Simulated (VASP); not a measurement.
# Mg17F31 (a cell with a defect) in VASP: single point with PBE

Aim: the single point of Mg17F31 (a cell with a defect) with PBE.

All numbers are computed with VASP 6.6.1; they aren't measurements. Logs are shortened: lines on timing, memory, paths and dates and some standing lists are left out, and cuts for length are marked.

### Step 1. The cell of the first run

The cell holds a defect, 48 atoms: a = 9.077 Å, b = 9.077 Å, c = 9.077 Å, α = 94.08°, β = 117.67°, γ = 117.67°.

### Step 2. Single point, PBE, collinear spin

Contents of INCAR:

```
SYSTEM = Mg17F31
ALGO = Normal
EDIFF = 1E-6
ENCUT = 520
GGA = PE
GGA_COMPAT = .False.
ISIF = 2
ISMEAR = 0
ISPIN = 2
KPAR = 2
LASPH = .True.
LCHARG = .False.
LORBIT = 11
LREAL = Auto
LWAVE = .False.
MAGMOM = 0.25 0.25 0 0 0 0 0 0 0 0 0 0 0 0 0.25 0 0.25 0 0 0 0 0 0 0 0 0 0 0 0 0 0 0 0 0 0 0 0 0 0 0 0 0 0 0 0 0 0 0
NBANDS = 160
NCORE = 2
NELECT = 253.0
NELM = 200
PREC = Accurate
SIGMA = 0.01
```

Contents of KPOINTS:

```
Automatic mesh
0
Gamma
  2 2 2
  0.5 0.5 0.5
```

Contents of POSCAR:

```
Mg17F31
1.0
   -4.6975810614     -4.6975810614      6.1859837852
   -4.6975810614      4.6975810614     -6.1859837852
    4.6975810614     -4.6975810614     -6.1859837852
Mg F
17 31
Direct
    0.0618112019      0.4044143125      0.9044143125
    0.0618112019      0.1573968894      0.6573968894
   -0.0204021327      0.8710099940      0.3710099940
   -0.0204021327      0.6085878733      0.1085878733
    0.5000431453      0.3779501834      0.3743120519
    0.5000431453      0.1257310935      0.1220929619
    0.5000431453      0.8743120519      0.8779501834
    0.5000431453      0.6220929619      0.6257310935
    0.0016446188      0.4959243438      0.5057202750
    0.0040583976      0.2520291988      0.2520291988
    1.0016446188      1.0057202750     -0.0040756562
    1.0040583976      0.7520291988      0.7520291988
    0.5249959844      0.5124979922      0.0124979922
    0.5089547801      0.2487056652      0.7487056652
    0.4092994545      0.9546497273      0.4546497273
    0.5089547801      0.7602491148      0.2602491148
    0.7608465036      0.1304232518      0.6304232518
    0.8073134549      0.9102012504      0.4102012504
    0.8003644143      0.6501822071      0.1501822071
    0.8073134549      0.3971122045      0.8971122045
    0.3053354866      0.1570299147      0.1483055719
    0.3030662234      0.9015331117      0.9015331117
    0.3053354866      0.6483055719      0.6570299147
    0.3030662234      0.4015331117      0.4015331117
    0.0261507005      0.2400433465      0.0486247730
    0.0261507005      0.9775259276      0.7861073540
   -0.0077975671      0.7182246096      0.5220748984
   -0.0077975671      0.4701275345      0.2739778232
    0.4605955780      0.2288551898      0.5130743028
    0.4605955780      0.9475212751      0.2317403882
    0.5132954943      0.7314250773      0.0366892650
    0.5132954943      0.4766062292      0.7818704170
    0.2013578072      0.6083814354      0.1083814354
    0.2506000742      0.3753000371      0.8753000371
    0.2013578072      0.0929763718      0.5929763718
    0.1397919982      0.8198959991      0.3198959991
    0.7014920147      0.6007460074      0.6007460074
    0.6978442309      0.3502502494      0.3475939815
    0.7014920147      0.1007460074      0.1007460074
    0.6978442309      0.8475939815      0.8502502494
    0.0261507005      0.5486247730      0.7400433465
    0.0261507005      0.2861073540      0.4775259276
   -0.0077975671      0.0220748984      0.2182246096
   -0.0077975671      0.7739778232      0.9701275345
    0.5132954943      0.5366892650      0.2314250773
    0.5132954943      0.2818704170      0.9766062292
    0.4605955780      0.0130743028      0.7288551898
    0.4605955780      0.7317403882      0.4475212751
```

Potentials or basis: VASP PAW PBE potentials, release 64 (Mg, F).

Command:

```
cat potpaw_PBE.64/Mg/POTCAR potpaw_PBE.64/F/POTCAR > POTCAR
mpirun -np 4 vasp_std > vasp.out
```

OUTCAR:

```text
SYSTEM = Mg17F31
   EDIFF = 1E-6
   ENCUT = 520
   GGA = PE
   ISIF = 2
   ISMEAR = 0
   ISPIN = 2
   LASPH = .True.
   LORBIT = 11
   LREAL = Auto
   NELECT = 253.0
   NELM = 200
   PREC = Accurate

 ion  position               nearest neighbor table
   1  0.062  0.404  0.904-  33 1.90  34 1.98  25 2.07  41 2.07  20 2.25  17 2.52   2 3.06   4 3.08
                            16 3.39  13 3.44   9 3.62  11 3.62
   2  0.062  0.157  0.657-  35 1.90  34 1.98  26 2.07  42 2.07  18 2.25  17 2.52   1 3.06   3 3.08
                            14 3.39  13 3.44  11 3.62   9 3.62
   3  0.980  0.871  0.371-  18 1.93  36 1.94  19 2.01  35 2.01  27 2.02  43 2.02   2 3.08   4 3.25
                            15 3.28  13 3.43  16 3.49  12 3.64  10 3.64
   4  0.980  0.609  0.109-  20 1.93  36 1.94  19 2.01  33 2.01  28 2.02  44 2.02   1 3.08   3 3.25
                            15 3.28  13 3.43  14 3.49  12 3.64  10 3.64
   5  0.500  0.378  0.374-  29 1.94  45 2.01  24 2.02  21 2.03  37 2.03  38 2.04   8 3.07   6 3.12
                            10 3.63  14 3.65  13 3.65
   6  0.500  0.126  0.122-  30 1.94  46 2.01  22 2.02  21 2.03  39 2.03  38 2.04   7 3.07   5 3.12
                            12 3.63  16 3.65  13 3.65
   7  0.500  0.874  0.878-  47 1.94  31 2.01  22 2.02  23 2.03  39 2.03  40 2.04   6 3.07   8 3.12
                            12 3.63  14 3.65  13 3.65
   8  0.500  0.622  0.626-  48 1.94  32 2.01  24 2.02  23 2.03  37 2.03  40 2.04   5 3.07   7 3.12
                            10 3.63  16 3.65  13 3.65
   9  0.002  0.496  0.506-  23 2.02  38 2.02  42 2.03  41 2.03  27 2.06  28 2.06  10 3.09  12 3.09
                             1 3.62   2 3.62  17 3.63
  10  0.004  0.252  0.252-  25 1.95  42 1.95  24 1.99  39 2.01  28 2.03  43 2.03   9 3.09  11 3.09
                             5 3.63   8 3.63   4 3.64   3 3.64
  11  0.002  0.006  0.996-  21 2.02  40 2.02  26 2.03  25 2.03  43 2.06  44 2.06  12 3.09  10 3.09
                             2 3.62   1 3.62  17 3.63
  12  0.004  0.752  0.752-  41 1.95  26 1.95  22 1.99  37 2.01  44 2.03  27 2.03  11 3.09   9 3.09
                             7 3.63   6 3.63   4 3.64   3 3.64
  13  0.525  0.512  0.012-  34 1.82  19 1.83  31 2.04  45 2.04  32 2.04  46 2.04  16 3.17  14 3.17
                             4 3.43   3 3.43   2 3.44   1 3.44   6 3.65   8 3.65   7 3.65   5 3.65
  14  0.509  0.249  0.749-  29 1.95  47 1.95  20 1.98  35 2.04  46 2.05  32 2.05  15 3.09  13 3.17
                             2 3.39  17 3.45   4 3.49   7 3.65   5 3.65
  15  0.409  0.955  0.455-  36 1.79  29 2.28  47 2.28  30 2.28  48 2.28  17 2.34  14 3.09  16 3.09
                             3 3.28   4 3.28
  16  0.509  0.760  0.260-  30 1.95  48 1.95  18 1.98  33 2.04  45 2.05  31 2.05  15 3.09  13 3.17
                             1 3.39  17 3.45   3 3.49   8 3.65   6 3.65
  17  0.761  0.130  0.630-  15 2.34   1 2.52   2 2.52  14 3.45  16 3.45  11 3.63   9 3.63
  18  0.807  0.910  0.410-   3 1.93  16 1.98   2 2.25
  19  0.800  0.650  0.150-  13 1.83   4 2.01   3 2.01
  20  0.807  0.397  0.897-   4 1.93  14 1.98   1 2.25
  21  0.305  0.157  0.148-  11 2.02   6 2.03   5 2.03
  22  0.303  0.902  0.902-  12 1.99   7 2.02   6 2.02
  23  0.305  0.648  0.657-   9 2.02   8 2.03   7 2.03
[... 23 lines left out ...]
  47  0.461  0.013  0.729-   7 1.94  14 1.95  15 2.28
[... 283 lines left out ...]
 k-point     1 :       0.2500    0.2500    0.2500
  band No.  band energies     occupation
      1     -22.6047      1.00000
      2     -22.0381      1.00000
      3     -21.8729      1.00000
      4     -21.8315      1.00000
      5     -21.8146      1.00000
      6     -21.7859      1.00000
[... 412 lines left out ...]
    137       9.6108      0.00000
    138       9.9156      0.00000
 Fermi energy:         6.1922867177

 spin component 2

 k-point     1 :       0.2500    0.2500    0.2500
  band No.  band energies     occupation
      1     -22.6031      1.00000
      2     -22.0345      1.00000
      3     -21.8697      1.00000
      4     -21.8288      1.00000
      5     -21.8076      1.00000
      6     -21.7825      1.00000
[... 412 lines left out ...]
    137       9.6645      0.00000
    138       9.9691      0.00000
 [bands above 138 left out]

------------------------ aborting loop because EDIFF is reached ----------------------------------------

  FORCE on cell =-STRESS in cart. coord.  units (eV):
  Direction    XX          YY          ZZ          XY          YZ          ZX
  --------------------------------------------------------------------------------------
  -------------------------------------------------------------------------------------
  Total       42.5944678     42.5944678     35.8363859     14.1336548      0.0000000      0.0000000
  in kB      124.9817047    124.9817047    105.1519795     41.4713074      0.0000000      0.0000000
  external PRESSURE =     118.3717963 kB  Pullay stress =       0.0000000 kB

 VOLUME and BASIS-vectors are now :
 -----------------------------------------------------------------------------
  energy-cutoff  :      520.00
  volume of cell :      546.03
      direct lattice vectors                 reciprocal lattice vectors
    -4.697581061 -4.697581061  6.185983785    -0.106437759 -0.106437759  0.000000000
    -4.697581061  4.697581061 -6.185983785    -0.106437759  0.000000000 -0.080827887
     4.697581061 -4.697581061 -6.185983785     0.000000000 -0.106437759 -0.080827887

 POSITION                                       TOTAL-FORCE (eV/Angst)
 -----------------------------------------------------------------------------------
      2.05843     -2.63915     -7.71403        -0.026148     -0.026148     -0.004850
      2.05843     -2.63915     -4.65794        -0.026148     -0.026148      0.004850
     -6.95053     -2.25295     -1.62334        -0.020545     -0.020545      0.016742
     -6.95053     -2.25295      1.62334        -0.020545     -0.020545     -0.016742
     -2.36608     -2.33190     -1.56022         0.002210      0.017841     -0.012136
     -2.36608     -2.33190      1.56022         0.002210      0.017841      0.012136
[... 40 lines left out ...]
      1.19875     -5.52612     -1.74033        -0.019443      0.010604      0.029879
     -3.49883     -0.82854     -4.44566        -0.019443      0.010604     -0.029879
 -----------------------------------------------------------------------------------
    total drift:                                0.003335      0.003335     -0.000006

  FREE ENERGIE OF THE ION-ELECTRON SYSTEM (eV)
  ---------------------------------------------------
  free  energy   TOTEN  =      -227.8853939221 eV

  energy  without entropy=     -227.8839834469  energy(sigma->0) =     -227.88468868

 total charge

# of ion       s       p       d       tot
------------------------------------------
    1        0.179   0.159   0.064   0.402
    2        0.179   0.159   0.064   0.402
    3        0.135   0.161   0.079   0.376
    4        0.135   0.161   0.079   0.376
    5        0.132   0.154   0.074   0.359
    6        0.132   0.154   0.074   0.359
[... 40 lines left out ...]
   47        1.744   4.412   0.000   6.156
   48        1.744   4.412   0.000   6.156
--------------------------------------------------
tot         56.602 139.858   1.176 197.635

 magnetization (x)

# of ion       s       p       d       tot
------------------------------------------
    1       -0.001   0.001   0.000   0.001
    2       -0.001   0.001   0.000   0.001
    3        0.000   0.000   0.000   0.001
    4        0.000   0.000   0.000   0.001
    5        0.003   0.000   0.000   0.003
    6        0.003   0.000   0.000   0.003
[... 40 lines left out ...]
   47        0.001   0.003   0.000   0.003
   48        0.001   0.003   0.000   0.003
--------------------------------------------------
tot          0.062   0.066   0.002   0.130
```

It took 5.1 min on 4 MPI ranks of AMD EPYC 9R14 (Zen 4), shared host; peak memory 0.64 GiB.

What came out:

```yaml
Free_energy: -227.8854 eV
Largest_force: 0.044 eV/Å
Net_moment: 0.50 μB per cell
Site_moments: Mg +0.00, +0.01, +0.02 (each value once); F +0.00 μB
Valence_electrons_inside_the_program's_atomic_spheres: Mg 0.40, 0.38, 0.36, 0.34, 0.43, 0.37, 0.47, 0.54 (each value once); F 6.15, 6.20, 6.16, 6.17, 6.22 (each value once)
```

Forces on the atoms (eV/Å):
```
Mg  -0.026 -0.026 -0.005
Mg  -0.026 -0.026  0.005
Mg  -0.021 -0.021  0.017
Mg  -0.021 -0.021 -0.017
Mg   0.002  0.018 -0.012
Mg   0.002  0.018  0.012
Mg   0.018  0.002 -0.012
Mg   0.018  0.002  0.012
Mg   0.006 -0.016  0.000
Mg  -0.005 -0.005  0.000
Mg  -0.016  0.006  0.000
Mg  -0.005 -0.005  0.000
Mg  -0.004 -0.004  0.000
Mg   0.000  0.000 -0.010
Mg  -0.004 -0.004  0.000
Mg   0.000  0.000  0.010
Mg   0.004  0.004  0.000
F    0.015  0.015  0.010
F   -0.006 -0.006  0.000
F    0.015  0.015 -0.010
F   -0.008 -0.001  0.000
F   -0.008 -0.008  0.000
F   -0.001 -0.008  0.000
F   -0.008 -0.008  0.000
F    0.000  0.009  0.003
F    0.000  0.009 -0.003
F    0.006  0.008 -0.003
F    0.006  0.008  0.003
F    0.011 -0.019  0.030
F    0.011 -0.019 -0.030
F    0.000 -0.005  0.006
F    0.000 -0.005 -0.006
F    0.009  0.009  0.001
F    0.021  0.021  0.000
F    0.009  0.009 -0.001
F    0.031  0.031  0.000
F    0.001  0.001  0.000
F   -0.012  0.001  0.000
F    0.001  0.001  0.000
F    0.001 -0.012  0.000
F    0.009  0.000  0.003
F    0.009  0.000 -0.003
F    0.008  0.006 -0.003
F    0.008  0.006  0.003
F   -0.005  0.000  0.006
F   -0.005  0.000 -0.006
F   -0.019  0.011  0.030
F   -0.019  0.011 -0.030
```

Levels at points of the mesh, in eV from the Fermi level:
Spin up:
| k point | band 125 | band 126 | band 127 | band 128 | band 129 | band 130 |
| --- | --- | --- | --- | --- | --- | --- |
| (0.25, 0.25, 0.25) | -3.37 | -0.76 | -0.04 | 0.13 | 1.30 | 1.48 |
Spin down:
| k point | band 122 | band 123 | band 124 | band 125 | band 126 | band 127 | band 128 | band 129 | band 130 | band 131 |
| --- | --- | --- | --- | --- | --- | --- | --- | --- | --- | --- |
| (0.25, 0.25, 0.25) | -7.74 | -7.58 | -7.40 | -3.23 | -0.69 | 0.18 | 0.19 | 1.34 | 1.51 | 1.86 |

Caveat: the k points lie up to 0.42 Å⁻¹ apart; the cell carries a net charge on a neutralising background, which shifts energy and pressure; the cell is charged against a uniform background, so pressure and absolute levels hang on convention.
